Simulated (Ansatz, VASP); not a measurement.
Two plane-wave programs on TiAl3

POSCAR

```
TiAl3
1.0
    3.8240007107      0.0000000000      0.0000000000
    0.0000000000      3.8240007107      0.0000000000
    0.0000000000      0.0000000000      8.8207449777
Ti Al
2 6
Direct
    0.0000000000      0.0000000000      0.0000000000
    0.5000000000      0.5000000000      0.5000000000
    0.5000000000      0.5000000000      0.0000000000
    0.0000000000      0.5000000000      0.2500000000
    0.5000000000      0.0000000000      0.2500000000
    0.0000000000      0.0000000000      0.5000000000
    0.5000000000      0.0000000000      0.7500000000
    0.0000000000      0.5000000000      0.7500000000
```

The input INCAR.step1:

```
SYSTEM = TiAl3
ALGO     = Normal         ! electronic algorithm
EDIFF    = 1E-4           ! SCF threshold, eV
ENCUT    = 520            ! plane-wave cutoff, eV
GGA      = PE             ! functional
ISMEAR   = 0              ! smearing method
LASPH    = .TRUE.         ! aspherical terms in the spheres
LCHARG   = .FALSE.        ! write CHGCAR
LREAL    = .FALSE.        ! projectors in reciprocal space
LWAVE    = .TRUE.         ! write WAVECAR
NBANDS   = 31             ! bands
NELM     = 60             ! most SCF steps
PREC     = Accurate       ! precision mode
SIGMA    = 0.1            ! smearing width, eV
```

The input INCAR.step2:

```
SYSTEM = TiAl3
ALGO     = Normal         ! electronic algorithm
EDIFF    = 1E-6           ! SCF threshold, eV
ENCUT    = 520            ! plane-wave cutoff, eV
ISIF     = 2              ! what is computed and relaxed
ISMEAR   = 0              ! smearing method
ISTART   = 1            
LASPH    = .TRUE.         ! aspherical terms in the spheres
LCHARG   = .FALSE.        ! write CHGCAR
LMIXTAU  = .TRUE.       
LREAL    = .FALSE.        ! projectors in reciprocal space
LWAVE    = .FALSE.        ! write WAVECAR
METAGGA  = R2SCAN         ! meta-GGA
NBANDS   = 31             ! bands
NELM     = 60             ! most SCF steps
PREC     = Accurate       ! precision mode
SIGMA    = 0.1            ! smearing width, eV
```

KPOINTS

```
k-points
0
G
  10 10 4
  0 0 0
```

Input for Ansatz:

```yaml
crystal:
  lattice:
    - [3.8240007107, 0.0, 0.0]
    - [0.0, 3.8240007107, 0.0]
    - [0.0, 0.0, 8.8207449777]
  atoms:
    - { symbol: Ti, position: [0.0, 0.0, 0.0] }
    - { symbol: Ti, position: [0.5, 0.5, 0.5] }
    - { symbol: Al, position: [0.5, 0.5, 0.0] }
    - { symbol: Al, position: [0.0, 0.5, 0.25] }
    - { symbol: Al, position: [0.5, 0.0, 0.25] }
    - { symbol: Al, position: [0.0, 0.0, 0.5] }
    - { symbol: Al, position: [0.5, 0.0, 0.75] }
    - { symbol: Al, position: [0.0, 0.5, 0.75] }
basis:
  ecutwfc: 500
kpoints:
  mp_grid: { grid: [10, 10, 4] }
hamiltonian:
  xc: r2scan
scf:
  occupations: { method: gaussian, width: 0.1 }
output:
  forces: true
  stress: true
  eigenvalues: true
  write_density: true
  write_potential: true
  elf: true
  volumetric_format: npy
```

Change from the starting cell: strain along c alone, the other axes held, atoms relaxed: +3.0 %.

Alike in both runs: task single point; functional r2SCAN; k mesh 10 × 10 × 4; occupations gaussian, width 0.1 eV; no spin polarisation.

|  | VASP | Ansatz |
| --- | --- | --- |
| version | VASP 6.6.1 | Ansatz 0.2.0 |
| potentials or method | VASP PAW PBE potentials, release 64 (Ti_sv, Al), cutoff 520 eV | scalar-relativistic, plane waves, PAW |
| valence electrons in the cell | 42 | 42 |

Ansatz gave:

```
gap on the k mesh at the Fermi level (eV)                     : none
pressure (GPa)                                                : -3.1
traceless stress, the component that is largest in VASP (GPa) : -3.60
```

Problem. Which values does VASP return?

Solution. gap on the k mesh at the Fermi level (eV): none; pressure (GPa): -3.1; traceless stress, the component that is largest in VASP (GPa): -3.57.

VASP's potentials were made for PBE, not for r2SCAN. A gap of «none» marks a metal or a gap that the smearing closes. With one functional, cell and mesh, what is left measures potentials, basis and numerics.
